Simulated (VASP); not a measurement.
# CaIrC4N4 (P-43m) in VASP: single point with PBE

Aim: the single point of CaIrC4N4 with PBE.

All numbers are computed with VASP 6.6.1; they aren't measurements. Logs are shortened: lines on timing, memory, paths and dates and some standing lists are left out, and cuts for length are marked.

## Step 1: The cell of the first run

It takes space group P-43m (No. 215, cubic). The conventional cell has a = 6.341 Å, b = 6.341 Å, c = 6.341 Å, α = 90.00°, β = 90.00°, γ = 90.00°. Ca (site symmetry -43m) has 4 N at 2.34 Å within 3.1 Å. Within 2.6 Å of Ir (site symmetry -43m) lie 4 C at 1.97 Å. C (site symmetry 3m) has 1 N at 1.18 Å within 1.6 Å. N (site symmetry 3m) has 1 C at 1.18 Å within 1.6 Å.

## Step 2: Single point, PBE, collinear spin

Contents of INCAR:

```
  PREC = Accurate
  ENCUT = 520
  EDIFF = 1E-6
  ISMEAR = 0
  SIGMA = 0.02
  LREAL = False
  LASPH = True
  NELM = 150
  ALGO = Normal
  ISIF = 2
  LWAVE = False
  LCHARG = False
  ISPIN = 2
  MAGMOM = 0 0.86 0 0 0 0 0 0 0 0
  LORBIT = 11
  LMAXMIX = 4
  GGA = PE
  NBANDS = 42
```

Contents of KPOINTS:

```
regular mesh
0
Gamma
  4 4 4
```

Contents of POSCAR:

```
CaIrC4N4
1.0
    6.3407114932      0.0000000000      0.0000000000
    0.0000000000      6.3407114932      0.0000000000
    0.0000000000      0.0000000000      6.3407114932
Ca Ir C N
1 1 4 4
Direct
    0.5000000000      0.5000000000      0.5000000000
    0.0000000000      0.0000000000      0.0000000000
    0.1793400031      0.1793400031      0.1793400031
    0.1793400031      0.8206599969      0.8206599969
    0.8206599969      0.1793400031      0.8206599969
    0.8206599969      0.8206599969      0.1793400031
    0.2865610695      0.2865610695      0.2865610695
    0.2865610695      0.7134389305      0.7134389305
    0.7134389305      0.2865610695      0.7134389305
    0.7134389305      0.7134389305      0.2865610695
```

Potentials or basis: VASP PAW PBE potentials, release 64 (Ca_sv, Ir, C, N).

Started as:

```console
cat potpaw_PBE.64/Ca_sv/POTCAR potpaw_PBE.64/Ir/POTCAR potpaw_PBE.64/C/POTCAR potpaw_PBE.64/N/POTCAR > POTCAR
mpirun -np 1 vasp_std > vasp.out
```

OUTCAR:

```text
PREC = Accurate
   ENCUT = 520
   EDIFF = 1E-6
   ISMEAR = 0
   LREAL = False
   LASPH = True
   NELM = 150
   ISIF = 2
   ISPIN = 2
   LORBIT = 11
   GGA = PE

 ion  position               nearest neighbor table
   1  0.500  0.500  0.500-   7 2.34   8 2.34   9 2.34  10 2.34
   2  0.000  0.000  0.000-   3 1.97   4 1.97   5 1.97   6 1.97
   3  0.179  0.179  0.179-   7 1.18   2 1.97
   4  0.179  0.821  0.821-   8 1.18   2 1.97
   5  0.821  0.179  0.821-   9 1.18   2 1.97
   6  0.821  0.821  0.179-  10 1.18   2 1.97
   7  0.287  0.287  0.287-   3 1.18   1 2.34
   8  0.287  0.713  0.713-   4 1.18   1 2.34
   9  0.713  0.287  0.713-   5 1.18   1 2.34
  10  0.713  0.713  0.287-   6 1.18   1 2.34

  LATTYP: Found a simple cubic cell.
 ALAT       =     6.3407114932

  Lattice vectors:

 A1 = (   6.3407114932,   0.0000000000,   0.0000000000)
 A2 = (   0.0000000000,   6.3407114932,   0.0000000000)
 A3 = (   0.0000000000,   0.0000000000,   6.3407114932)

Analysis of symmetry for initial positions (statically):
=====================================================================
 Subroutine PRICEL returns:
 Original cell was already a primitive cell.

 Routine SETGRP: Setting up the symmetry group for a
 simple cubic supercell.

 Subroutine GETGRP returns: Found 24 space group operations
 (whereof 24 operations were pure point group operations)
 out of a pool of 48 trial point group operations.

The static configuration has the point symmetry T_d .

Analysis of symmetry for dynamics (positions and initial velocities):
=====================================================================
 Subroutine PRICEL returns:
 Original cell was already a primitive cell.

 Routine SETGRP: Setting up the symmetry group for a
 simple cubic supercell.

 Subroutine GETGRP returns: Found 24 space group operations
 (whereof 24 operations were pure point group operations)
 out of a pool of 48 trial point group operations.

The dynamic configuration has the point symmetry T_d .

Analysis of structural, dynamic, and magnetic symmetry:
=====================================================================
 Subroutine PRICEL returns:
 Original cell was already a primitive cell.

 Routine SETGRP: Setting up the symmetry group for a
 simple cubic supercell.

 Subroutine GETGRP returns: Found 24 space group operations
 (whereof 24 operations were pure point group operations)
 out of a pool of 48 trial point group operations.

The overall configuration has the point symmetry T_d .

 Subroutine INISYM returns: Found 24 space group operations
 (whereof 24 operations are pure point group operations),
 and found     1 'primitive' translations

----------------------------------------------------------------------------------------

                                     Primitive cell

  volume of cell :     254.9259

  direct lattice vectors                    reciprocal lattice vectors
     6.340711493  0.000000000  0.000000000     0.157711008  0.000000000  0.000000000
     0.000000000  6.340711493  0.000000000     0.000000000  0.157711008  0.000000000
     0.000000000  0.000000000  6.340711493     0.000000000  0.000000000  0.157711008

  length of vectors
     6.340711493  6.340711493  6.340711493     0.157711008  0.157711008  0.157711008

  position of ions in fractional coordinates (direct lattice)
     0.500000000  0.500000000  0.500000000
     0.000000000  0.000000000  0.000000000
     0.179340003  0.179340003  0.179340003
     0.179340003  0.820659997  0.820659997
     0.820659997  0.179340003  0.820659997
     0.820659997  0.820659997  0.179340003
     0.286561070  0.286561070  0.286561070
     0.286561070  0.713438930  0.713438930
     0.713438930  0.286561070  0.713438930
     0.713438930  0.713438930  0.286561070

  ion indices of the primitive-cell ions
   primitive index   ion index
                 1           1
                 2           2
                 3           3
                 4           4
                 5           5
                 6           6
                 7           7
                 8           8
                 9           9
                10          10

----------------------------------------------------------------------------------------

 KPOINTS: regular mesh

Automatic generation of k-mesh.
 Grid dimensions read from file:
 generate k-points for:    4    4    4

 Generating k-lattice:

  Cartesian coordinates                     Fractional coordinates (reciprocal lattice)
     0.039427752  0.000000000  0.000000000     0.250000000  0.000000000  0.000000000
     0.000000000  0.039427752  0.000000000     0.000000000  0.250000000  0.000000000
     0.000000000  0.000000000  0.039427752     0.000000000  0.000000000  0.250000000

  Length of vectors
     0.039427752  0.039427752  0.039427752

  Shift w.r.t. Gamma in fractional coordinates (k-lattice)
     0.000000000  0.000000000  0.000000000

 Subroutine IBZKPT returns following result:
 ===========================================

 Found     10 irreducible k-points:

 Following reciprocal coordinates:
            Coordinates               Weight
  0.000000  0.000000  0.000000      1.000000
  0.250000  0.000000  0.000000      6.000000
  0.500000  0.000000  0.000000      3.000000
  0.250000  0.250000  0.000000     12.000000
  0.500000  0.250000  0.000000     12.000000
  0.500000  0.500000  0.000000      3.000000
  0.250000  0.250000  0.250000      8.000000
  0.500000  0.250000  0.250000     12.000000
  0.500000  0.500000  0.250000      6.000000
  0.500000  0.500000  0.500000      1.000000
   k-points           NKPTS =     10   k-points in BZ     NKDIM =     10   number of bands    NBANDS=     42
   number of dos      NEDOS =    301   number of ions     NIONS =     10
   total plane-waves  NPLWV = 110592
   dimension x,y,z NGX =    48 NGY =   48 NGZ =   48
   dimension x,y,z NGXF=    96 NGYF=   96 NGZF=   96
   ions per type =               1   1   4   4
   NGX,Y,Z   is equivalent  to a cutoff of  12.59, 12.59, 12.59 a.u.
   NGXF,Y,Z  is equivalent  to a cutoff of  25.17, 25.17, 25.17 a.u.
 SYSTEM =  unknown system
   PREC   = accura    normal or accurate (medium, high low for compatibility)
   ISTART =      0    job   : 0-new  1-cont  2-samecut
   ICHARG =      2    charge: 1-file 2-atom 10-const
   ISPIN  =      2    spin polarized calculation?
   LNONCOLLINEAR =      F non collinear calculations
   LSORBIT =      F    spin-orbit coupling
   LASPH  =      T    aspherical Exc in radial PAW
   ENCUT  =  520.0 eV  38.22 Ry    6.18 a.u.  11.79 11.79 11.79*2*pi/ulx,y,z
   NELM   =    150;   NELMIN=  2; NELMDL= -5     # of ELM steps
   EDIFF  = 0.1E-05   stopping-criterion for ELM
   LREAL  =      F    real-space projection
   EDIFFG = 0.1E-04   stopping-criterion for IOM
   NSW    =      0    number of steps for IOM
   IBRION =     -1    ionic relax: 0-MD 1-quasi-New 2-CG
   NFREE  =      0    steps in history (QN), initial steepest desc. (CG)
   ISIF   =      2    stress and relaxation
   ISYM   =      2    0-nonsym 1-usesym 2-fastsym
   POTIM  = 0.5000    time-step for ionic-motion
   TEBEG  =    0.0;   TEEND  =   0.0 temperature during run
   PSTRESS=    0.0 pullay stress
   NELECT =      55.0000    total number of electrons
   NUPDOWN=      -1.0000    fix difference up-down
   EMIN   =  10.00;   EMAX   =-10.00  energy-range for DOS
   EFERMI =   0.00;   METHOD = LEGACY
   ISMEAR =     0;   SIGMA  =   0.02  broadening in eV -4-tet -1-fermi 0-gaus
   EFERMI_NEDOS =   21; number of points for ismear=-14 and -15
   IALGO  =     38    algorithm
   IMIX   =      4    mixing-type and parameters
     AMIX     =   0.40;   BMIX     =  1.00
     AMIX_MAG =   1.60;   BMIX_MAG =  1.00
  volume/ion in A,a.u.               =      25.49       172.03
  Fermi-wavevector in a.u.,A,eV,Ry     =   0.981878  1.855481 13.117177  0.964085
  Thomas-Fermi vector in A             =   2.112919
   LORBIT       =     11    0 simple, 1 ext, 2 COOP (PROOUT), +10 PAW based schemes
   GGA     = PE    functional components
   LHFCALC =     F    Hartree Fock is set to
   AEXX    =    0.0000 exact exchange contribution
   IVDW    =     0    specifies the selected vdW correction
   LEPSILON=     F    determine dielectric tensor
   LRPA    =     F    only Hartree local field effects (RPA)
 spin polarized calculation
 Gauss-broadening in eV      SIGMA  =   0.02
  energy-cutoff  :      520.00
  volume of cell :      254.93
 maximum number of plane-waves:      6886
 NGX is ok and might be reduce to    48
   NGX = 23   NGY = 23   NGZ = 23

 number of electron      55.0000018 magnetization       2.9999734

 Free energy of the ion-electron system (eV)
  ---------------------------------------------------
  ext. energy  EPLUGINS =         0.00000000
  ---------------------------------------------------
  free energy    TOTEN  =       -79.47526663 eV

  energy without entropy =      -79.47526663  energy(sigma->0) =      -79.47526663

 E-fermi :  -1.4333     XC(G=0):  -6.5007

 val. band max:       -1.6290147904   @ k =   0.5000   0.5000   0.0000
 cond. band min:      -0.9040473315   @ k =   0.0000   0.0000   0.0000
 fundamental gap:      0.7249674589
 Fermi energy:        -1.4333119974

 spin component 1

 k-point     1 :       0.0000    0.0000    0.0000
  band No.  band energies     occupation
      1     -41.2375      1.00000
      2     -22.3096      1.00000
      3     -22.3096      1.00000
      4     -22.3096      1.00000
      5     -18.9219      1.00000
      6     -18.8349      1.00000
[... 31 lines left out ...]
     38       3.5051      0.00000
     39       5.1359      0.00000
[... 376 lines left out ...]
     38       4.6395      0.00000
     39       4.6395      0.00000
 Fermi energy:        -1.4333119974

 spin component 2

 k-point     1 :       0.0000    0.0000    0.0000
  band No.  band energies     occupation
      1     -41.2276      1.00000
      2     -22.2961      1.00000
      3     -22.2961      1.00000
      4     -22.2961      1.00000
      5     -18.7233      1.00000
      6     -18.6393      1.00000
[... 31 lines left out ...]
     38       3.7864      0.00000
     39       5.3360      0.00000
[... 376 lines left out ...]
     38       4.9178      0.00000
     39       4.9178      0.00000
 [bands above 39 left out]

------------------------ aborting loop because EDIFF is reached ----------------------------------------

  FORCE on cell =-STRESS in cart. coord.  units (eV):
  Direction    XX          YY          ZZ          XY          YZ          ZX
  --------------------------------------------------------------------------------------
  -------------------------------------------------------------------------------------
  Total        0.6997456      0.6997456      0.6997456     -0.0000000     -0.0000000      0.0000000
  in kB        4.3978132      4.3978132      4.3978132     -0.0000000     -0.0000000      0.0000000
  external PRESSURE =       4.3978132 kB  Pullay stress =       0.0000000 kB

 VOLUME and BASIS-vectors are now :
 -----------------------------------------------------------------------------
  energy-cutoff  :      520.00
  volume of cell :      254.93
      direct lattice vectors                 reciprocal lattice vectors
     6.340711493  0.000000000  0.000000000     0.157711008  0.000000000  0.000000000
     0.000000000  6.340711493  0.000000000     0.000000000  0.157711008  0.000000000
     0.000000000  0.000000000  6.340711493     0.000000000  0.000000000  0.157711008

 POSITION                                       TOTAL-FORCE (eV/Angst)
 -----------------------------------------------------------------------------------
      3.17036      3.17036      3.17036        -0.000000      0.000000     -0.000000
      0.00000      0.00000      0.00000        -0.000000     -0.000000     -0.000000
      1.13714      1.13714      1.13714        -0.146484     -0.146484     -0.146484
      1.13714      5.20357      5.20357        -0.146484      0.146484      0.146484
      5.20357      1.13714      5.20357         0.146484     -0.146484      0.146484
      5.20357      5.20357      1.13714         0.146484      0.146484     -0.146484
      1.81700      1.81700      1.81700         0.173589      0.173589      0.173589
      1.81700      4.52371      4.52371         0.173589     -0.173589     -0.173589
      4.52371      1.81700      4.52371        -0.173589      0.173589     -0.173589
      4.52371      4.52371      1.81700        -0.173589     -0.173589      0.173589
 -----------------------------------------------------------------------------------
    total drift:                               -0.000000     -0.000000     -0.000000

  FREE ENERGIE OF THE ION-ELECTRON SYSTEM (eV)
  ---------------------------------------------------
  free  energy   TOTEN  =       -79.4752666341 eV

  energy  without entropy=      -79.4752666341  energy(sigma->0) =      -79.47526663

 total charge

# of ion       s       p       d       tot
------------------------------------------
    1        2.030   5.864   0.213   8.107
    2        0.725   0.906   6.996   8.627
    3        0.943   1.641   0.000   2.584
    4        0.943   1.641   0.000   2.584
    5        0.943   1.641   0.000   2.584
    6        0.943   1.641   0.000   2.584
    7        1.308   2.567   0.000   3.875
    8        1.308   2.567   0.000   3.875
    9        1.308   2.567   0.000   3.875
   10        1.308   2.567   0.000   3.875
--------------------------------------------------
tot         11.760  23.602   7.209  42.570

 magnetization (x)

# of ion       s       p       d       tot
------------------------------------------
    1        0.000   0.001   0.009   0.011
    2        0.014   0.345   1.081   1.440
    3        0.018   0.020   0.000   0.038
    4        0.018   0.020   0.000   0.038
    5        0.018   0.020   0.000   0.038
    6        0.018   0.020   0.000   0.038
    7        0.006   0.128   0.000   0.134
    8        0.006   0.128   0.000   0.134
    9        0.006   0.128   0.000   0.134
   10        0.006   0.128   0.000   0.134
--------------------------------------------------
tot          0.110   0.937   1.091   2.138
```

Run time: 3.3 min. Hardware: 1 thread of Intel Xeon Platinum 8488C (Sapphire Rapids), shared host; peak memory 0.51 GiB.

Results:

```yaml
Free_energy: -79.4753 eV
Pressure: 0.4 GPa
Largest_force: 0.301 eV/Å
Band_gap_on_the_k_mesh: 0.72 eV (least direct gap 0.75 eV)
Net_moment: 3.00 μB per cell
Site_moments: Ca +0.01; Ir +1.44; C +0.04; N +0.13 μB
Valence_electrons_inside_the_program's_atomic_spheres: Ca 8.11; Ir 8.63; C 2.58; N 3.88
```

Forces in eV/Å, atoms in the order of the input:
```
Ca   0.000  0.000  0.000
Ir   0.000  0.000  0.000
C   -0.146 -0.146 -0.146
C   -0.146  0.146  0.146
C    0.146 -0.146  0.146
C    0.146  0.146 -0.146
N    0.174  0.174  0.174
N    0.174 -0.174 -0.174
N   -0.174  0.174 -0.174
N   -0.174 -0.174  0.174
```

Levels at points of the mesh, in eV from the valence-band top:
Spin up:
| k point | band 25 | band 26 | band 27 | band 28 | band 29 | band 30 | band 31 | band 32 | band 33 | band 34 |
| --- | --- | --- | --- | --- | --- | --- | --- | --- | --- | --- |
| (0.00, 0.00, 0.00) | -1.84 | -1.84 | -0.13 | -0.13 | -0.13 | 4.44 | 4.44 | 4.44 | 4.46 | 4.46 |
| (0.50, 0.00, 0.00) | -1.78 | -1.68 | -0.14 | -0.06 | -0.06 | 3.99 | 4.30 | 4.30 | 4.30 | 4.61 |
| (0.50, 0.50, 0.00) | -1.74 | -1.64 | -0.12 | 0.00 | 0.00 | 3.96 | 4.29 | 4.29 | 4.38 | 4.80 |
| (0.50, 0.50, 0.50) | -1.74 | -1.74 | -0.04 | -0.04 | -0.04 | 4.47 | 4.47 | 4.69 | 4.69 | 4.69 |
Spin down:
```tsv
k point	band 22	band 23	band 24	band 25	band 26	band 27	band 28	band 29	band 30	band 31
(0.00, 0.00, 0.00)	-3.08	-3.08	-3.08	-1.39	-1.39	0.72	0.72	0.73	4.58	4.58
(0.50, 0.00, 0.00)	-3.27	-3.08	-3.08	-1.33	-1.23	0.72	0.83	0.83	4.12	4.50
(0.50, 0.50, 0.00)	-3.12	-3.12	-3.07	-1.30	-1.20	0.75	0.89	0.89	4.11	4.44
(0.50, 0.50, 0.50)	-3.00	-3.00	-3.00	-1.30	-1.30	0.85	0.85	0.85	4.60	4.60
```

Caveat: spin-orbit coupling is left out, which moves the levels of the heavy elements. A k mesh can miss the band edges.
